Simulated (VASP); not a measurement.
Write the native input for VASP 6.6.1 that does the following.

```yaml
Task: relaxation of cell and atoms
Functional: PBE
Potentials_or_basis: VASP PAW PBE potentials, release 64 (Hg_sv_GW)
Cutoff: 550 eV
k_mesh: 3 × 3 × 6
Occupations: gaussian, width 0.1 eV
Spin: no spin polarisation
Dipole_correction: no
Further_INCAR_settings: ALGO = Normal; EDIFF = 1e-07; IBRION = 2; EDIFFG = -0.04; NSW = 90; ISIF = 3
```

The structure of Hg lies in POSCAR:

```
Hg
1.0
    5.9220238382      0.0000000000      0.0000000000
   -2.9610119191      5.1286230857      0.0000000000
    0.0000000000      0.0000000000      3.4952890767
Hg
3
Direct
    0.0000000000      0.5000000000      0.6666666667
    0.5000000000      0.0000000000      0.0000000000
    0.5000000000      0.5000000000      0.3333333333
```

The cell was generated, and may not be a known phase.

One way to write it, as run:

INCAR

```
  PREC = Accurate
  ENCUT = 550
  EDIFF = 1E-7
  ISMEAR = 0
  SIGMA = 0.1
  LREAL = False
  LASPH = True
  NELM = 120
  ALGO = Normal
  ISIF = 3
  LWAVE = False
  LCHARG = False
  GGA = PE
  IBRION = 2
  NSW = 90
  EDIFFG = -0.04
  GGA_COMPAT = False
  NELMIN = 4
```

KPOINTS

```
regular mesh
0
Gamma
  3 3 6
```

Potentials or basis: VASP PAW PBE potentials, release 64 (Hg_sv_GW).

Command:

```sh
$ cat potpaw_PBE.64/Hg_sv_GW/POTCAR > POTCAR
$ mpirun -np 1 vasp_std > vasp.out
```

Results of the run:

| Quantity | Value |
| --- | --- |
| Relaxed volume | 35.62 Å³/atom |
| Relaxed cell | a = 5.938 Å, b = 5.938 Å, c = 3.500 Å, α = 90.00°, β = 90.00°, γ = 120.00° |
| Space group after relaxing (to 0.1 Å) | P6_222 (No. 180) |
| Energy gained by relaxing | 0.3 meV/atom |
| Ionic steps | 2 |
| Pressure after relaxing | 0.1 GPa |
| Band gap on the k mesh | zero (bands 30 and 31 overlap by 1.31 eV) |

Caveat: the k points lie up to 0.41 Å⁻¹ apart in the final cell, too coarse for converged energies and pressures of a metal; spin-orbit coupling is left out, which moves the levels of the heavy elements.

Wall time 48 s on 1 thread of Intel(R) Xeon(R) Platinum 8559C (Emerald Rapids), with other jobs on the host, peak memory 0.27 GiB.
